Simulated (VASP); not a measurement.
# Cu (Fm-3m) in VASP: further runs

Runs on Cu. Level: r2SCAN. Tasks: single point.

All numbers are computed with VASP 6.6.1; they aren't measurements. Logs are shortened: lines on timing, memory, paths and dates and some standing lists are left out, and cuts for length are marked.

### 1 The cell of the first run

It takes space group Fm-3m (No. 225, cubic). Conventional cell: a = 3.464 Å, b = 3.464 Å, c = 3.464 Å, α = 90.00°, β = 90.00°, γ = 90.00°. Cu (site symmetry m-3m) has 12 Cu at 2.45 Å within 3.2 Å.

### 2 Single point, r2SCAN

POSCAR reads:

```
Cu
1.0
    0.0000000000      1.7318896022      1.7318896022
    1.7318896022      0.0000000000      1.7318896022
    1.7318896022      1.7318896022      0.0000000000
Cu
1
Direct
    0.0000000000      0.0000000000      0.0000000000
```

INCAR.step1 reads:

```
ALGO = Normal
EDIFF = 1E-4
ENCUT = 520
GGA = PE
ISMEAR = -1
LASPH = T
LCHARG = F
LREAL = F
LWAVE = T
NBANDS = 12
NELM = 100
PREC = Accurate
SIGMA = 0.1
```

INCAR.step2 reads:

```
ALGO = Normal
EDIFF = 1E-7
ENCUT = 520
ISIF = 2
ISMEAR = -1
ISTART = 1
LASPH = T
LCHARG = F
LMIXTAU = T
LREAL = F
LWAVE = F
METAGGA = R2SCAN
NBANDS = 12
NELM = 100
PREC = Accurate
SIGMA = 0.1
```

KPOINTS reads:

```
k-points
0
Gamma
  26 26 26
```

Potentials or basis: VASP PAW PBE potentials, release 64 (Cu).

Run with:

```sh
> cat potpaw_PBE.64/Cu/POTCAR > POTCAR
> cp INCAR.step1 INCAR
> mpirun -np 1 vasp_std > vasp.out
> cp INCAR.step2 INCAR
> mpirun -np 1 vasp_std > vasp.out
```

OUTCAR:

```text
EDIFF = 1E-7
   ENCUT = 520
   ISIF = 2
   ISMEAR = -1
   ISTART = 1
   LASPH = T
   LREAL = F
   METAGGA = R2SCAN
   NELM = 100
   PREC = Accurate

 ion  position               nearest neighbor table
   1  0.000  0.000  0.000-

  LATTYP: Found a face centered cubic cell.
 ALAT       =     3.4637792044

  Lattice vectors:

 A1 = (   0.0000000000,   1.7318896022,   1.7318896022)
 A2 = (   1.7318896022,   0.0000000000,   1.7318896022)
 A3 = (   1.7318896022,   1.7318896022,   0.0000000000)

Analysis of symmetry for initial positions (statically):
=====================================================================
 Subroutine PRICEL returns:
 Original cell was already a primitive cell.

 Routine SETGRP: Setting up the symmetry group for a
 face centered cubic supercell.

 Subroutine GETGRP returns: Found 48 space group operations
 (whereof 48 operations were pure point group operations)
 out of a pool of 48 trial point group operations.

The static configuration has the point symmetry O_h .

Analysis of symmetry for dynamics (positions and initial velocities):
=====================================================================
 Subroutine PRICEL returns:
 Original cell was already a primitive cell.

 Routine SETGRP: Setting up the symmetry group for a
 face centered cubic supercell.

 Subroutine GETGRP returns: Found 48 space group operations
 (whereof 48 operations were pure point group operations)
 out of a pool of 48 trial point group operations.

The dynamic configuration has the point symmetry O_h .

 Subroutine INISYM returns: Found 48 space group operations
 (whereof 48 operations are pure point group operations),
 and found     1 'primitive' translations

----------------------------------------------------------------------------------------

                                     Primitive cell

  volume of cell :      10.3894

  direct lattice vectors                    reciprocal lattice vectors
     0.000000000  1.731889602  1.731889602    -0.288702005  0.288702005  0.288702005
     1.731889602  0.000000000  1.731889602     0.288702005 -0.288702005  0.288702005
     1.731889602  1.731889602  0.000000000     0.288702005  0.288702005 -0.288702005

  length of vectors
     2.449261764  2.449261764  2.449261764     0.500046540  0.500046540  0.500046540

  position of ions in fractional coordinates (direct lattice)
     0.000000000  0.000000000  0.000000000
[... 75 lines left out ...]
   NELM   =    100;   NELMIN=  2; NELMDL=  0     # of ELM steps
   EDIFF  = 0.1E-06   stopping-criterion for ELM
   LREAL  =      F    real-space projection
   EDIFFG = 0.1E-05   stopping-criterion for IOM
   NSW    =      0    number of steps for IOM
   IBRION =     -1    ionic relax: 0-MD 1-quasi-New 2-CG
   NFREE  =      0    steps in history (QN), initial steepest desc. (CG)
   ISIF   =      2    stress and relaxation
   ISYM   =      2    0-nonsym 1-usesym 2-fastsym
   POTIM  = 0.5000    time-step for ionic-motion
   TEBEG  =    0.0;   TEEND  =   0.0 temperature during run
   PSTRESS=    0.0 pullay stress
   NELECT =      11.0000    total number of electrons
   NUPDOWN=      -1.0000    fix difference up-down
   EMIN   =  10.00;   EMAX   =-10.00  energy-range for DOS
   EFERMI =   0.00;   METHOD = LEGACY
   ISMEAR =    -1;   SIGMA  =   0.10  broadening in eV -4-tet -1-fermi 0-gaus
   EFERMI_NEDOS =   21; number of points for ismear=-14 and -15
   IALGO  =     38    algorithm
   IMIX   =      4    mixing-type and parameters
     AMIX     =   0.40;   BMIX     =  1.00
     AMIX_MAG =   1.60;   BMIX_MAG =  1.00
  volume/ion in A,a.u.               =      10.39        70.11
  Fermi-wavevector in a.u.,A,eV,Ry     =   1.668561  3.153124 37.879941  2.784097
  Thomas-Fermi vector in A             =   2.754387
   LORBIT       =      0    0 simple, 1 ext, 2 COOP (PROOUT), +10 PAW based schemes
   METAGGA = R2SCAN    functional components
   LHFCALC =     F    Hartree Fock is set to
   AEXX    =    0.0000 exact exchange contribution
   IVDW    =     0    specifies the selected vdW correction
   LEPSILON=     F    determine dielectric tensor
   LRPA    =     F    only Hartree local field effects (RPA)
 non-spin polarized calculation
  energy-cutoff  :      520.00
  volume of cell :       10.39
 maximum number of plane-waves:       295
   NGX =  9   NGY =  9   NGZ =  9

 number of electron      10.9999992 magnetization

 Free energy of the ion-electron system (eV)
  ---------------------------------------------------
  ext. energy  EPLUGINS =         0.00000000
  ---------------------------------------------------
  free energy    TOTEN  =       -10.76583562 eV

  energy without entropy =      -10.75755236  energy(sigma->0) =      -10.76169399

 E-fermi :   9.1214     XC(G=0): -14.6294

 val. band max:        9.1204381153   @ k =   0.4615   0.2308   0.0000
 cond. band min:       9.1610584001   @ k =   0.5000   0.3462   0.1538
 fundamental gap:      0.0406202848
 Fermi energy:         9.1213897077

 k-point     1 :       0.0000    0.0000    0.0000
  band No.  band energies     occupation
      1      -1.6410      2.00000
      2       5.5103      2.00000
      3       5.5104      2.00000
      4       5.5104      2.00000
      5       6.5094      2.00000
      6       6.5094      2.00000
      7      33.5214      0.00000
      8      37.6033      0.00000
      9      37.6033      0.00000
     10      37.6035      0.00000
     11      40.1798      0.00000
     12      40.1798      0.00000
[... 331 lines left out ...]
 k-point    24 :       0.3846    0.0385    0.0000
  band No.  band energies     occupation
      1       2.6091      2.00000
      2       5.5158      2.00000
      3       5.5689      2.00000
      4       5.7945      2.00000
      5       7.0684      2.00000
      6       7.0767      2.00000
      7      17.2893      0.00000
      8      32.1298      0.00000
      9      33.2137      0.00000
     10      35.1420      0.00000
     11      37.8878      0.00000
     12      39.4655      0.00000

 [... further k-points ...]
[... 5 lines left out ...]
  --------------------------------------------------------------------------------------
  -------------------------------------------------------------------------------------
  Total        1.3406503      1.3406503      1.3406503      0.0000000     -0.0000000      0.0000000
  in kB      206.7452180    206.7452180    206.7452180      0.0000000     -0.0000000      0.0000000
  external PRESSURE =     206.7452180 kB  Pullay stress =       0.0000000 kB

 VOLUME and BASIS-vectors are now :
 -----------------------------------------------------------------------------
  energy-cutoff  :      520.00
  volume of cell :       10.39
      direct lattice vectors                 reciprocal lattice vectors
     0.000000000  1.731889602  1.731889602    -0.288702005  0.288702005  0.288702005
     1.731889602  0.000000000  1.731889602     0.288702005 -0.288702005  0.288702005
     1.731889602  1.731889602  0.000000000     0.288702005  0.288702005 -0.288702005

 POSITION                                       TOTAL-FORCE (eV/Angst)
 -----------------------------------------------------------------------------------
      0.00000      0.00000      0.00000         0.000000      0.000000     -0.000000
 -----------------------------------------------------------------------------------
    total drift:                               -0.000000     -0.000000      0.000000

  FREE ENERGIE OF THE ION-ELECTRON SYSTEM (eV)
  ---------------------------------------------------
  free  energy   TOTEN  =       -10.7658356248 eV

  energy  without entropy=      -10.7575523622  energy(sigma->0) =      -10.76169399
```

OSZICAR.step1:

```text
N       E                     dE             d eps       ncg     rms          rms(c)
DAV:   1     0.417364030707E+02    0.41736E+02   -0.53947E+03 13900   0.159E+03
DAV:   2    -0.328772598905E+01   -0.45024E+02   -0.41602E+02 12660   0.208E+02
DAV:   3    -0.454388524397E+01   -0.12562E+01   -0.12499E+01 14248   0.392E+01
DAV:   4    -0.455133270942E+01   -0.74475E-02   -0.74464E-02 13820   0.267E+00
DAV:   5    -0.455139560108E+01   -0.62892E-04   -0.62892E-04 14412   0.249E-01    0.782E+00
DAV:   6    -0.389307835074E+01    0.65832E+00   -0.12506E+01 14632   0.697E+01    0.312E+00
DAV:   7    -0.362444758234E+01    0.26863E+00   -0.17230E+00 14672   0.256E+01    0.723E-01
DAV:   8    -0.360788944610E+01    0.16558E-01   -0.67652E-03 16480   0.834E-01    0.211E-01
DAV:   9    -0.360708145032E+01    0.80800E-03   -0.44664E-03 14476   0.119E+00    0.258E-02
DAV:  10    -0.360708814451E+01   -0.66942E-05   -0.22317E-05  8576   0.774E-02
   1 F= -.36070881E+01 E0= -.36027266E+01  d E =-.872311E-02
```

It took 1.9 min on 1 thread of Intel Xeon Platinum 8488C (Sapphire Rapids), shared host; peak memory 0.17 GiB.

What came out:

- Free energy: -10.7658 eV
- Pressure: 20.7 GPa
- Band gap on the k mesh: zero (an odd number of electrons rules out a gap without spin polarisation)

Levels at points of the mesh, in eV from the Fermi level:
```
           k point  band 3  band 4  band 5  band 6  band 7  band 8  band 9  band 10
(0.00, 0.00, 0.00)   -3.61   -3.61   -2.61   -2.61   24.40   28.48   28.48    28.48
(0.50, 0.00, 0.00)   -3.67   -1.90   -1.90   -1.48    4.65   22.84   25.25    25.25
(0.50, 0.50, 0.00)   -1.94   -1.71   -1.71    1.46    8.35   14.80   14.80    19.50
```

Caveat: the cell stands under pressure; the PAW data sets were made with another functional, which shifts forces and pressure a little.

(Part 1 of 2 ends here.)

The gap in the log of VASP goes by the Fermi energy; the results here count the filled bands.